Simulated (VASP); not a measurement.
# Ta2N: single point with PBEsol

The system is Ta2N.

```
Ta N
1.0
     3.08496    0.00000    0.00000
    -1.54248    2.67166    0.00000
     0.00000    0.00000    4.81157
Ta N
2 1
Direct
  0.66667 0.33333 0.74796
  0.33333 0.66667 0.25204
  0.00000 0.00000 0.00000
```

| Item | Value |
| --- | --- |
| Program | VASP 6.6.1 |
| Task | single point |
| Functional | PBEsol |
| Potentials or basis | VASP PAW PBE potentials, release 64 (Ta_pv, N) |
| Cutoff | 520 eV |
| k mesh | 9 × 9 × 4 |
| Occupations | gaussian, width 0.1 eV |
| Spin | no spin polarisation |

* Pressure: 0.6 GPa
* Largest force: 0.063 eV/Å
* Band gap on the k mesh: zero (an odd number of electrons rules out a gap without spin polarisation)

Forces in eV/Å, atoms in the order of the input:
```
Ta   0.000  0.000 -0.063
Ta   0.000  0.000  0.063
N    0.000  0.000  0.000
```

Stress tensor (GPa, compression positive):
```
0.66 0.00 0.00
0.00 0.66 0.00
0.00 0.00 0.37
```

Levels at points of the mesh, in eV from the Fermi level:
```tsv
k point	band 10	band 11	band 12	band 13	band 14	band 15	band 16	band 17
(0.00, 0.00, 0.00)	-6.30	-4.87	-0.64	-0.25	-0.25	0.27	0.27	0.41
(0.00, 0.00, 0.50)	-6.47	-2.78	-2.66	-1.18	-1.18	1.90	2.03	2.34
```

It took 19 s on 1 thread of Intel(R) Xeon(R) Platinum 8488C (Sapphire Rapids), with other jobs on the host, peak memory 0.17 GiB.

Caveat: the PAW data sets were made with another functional, which shifts forces and pressure a little; spin-orbit coupling is left out, which moves the levels of the heavy elements.
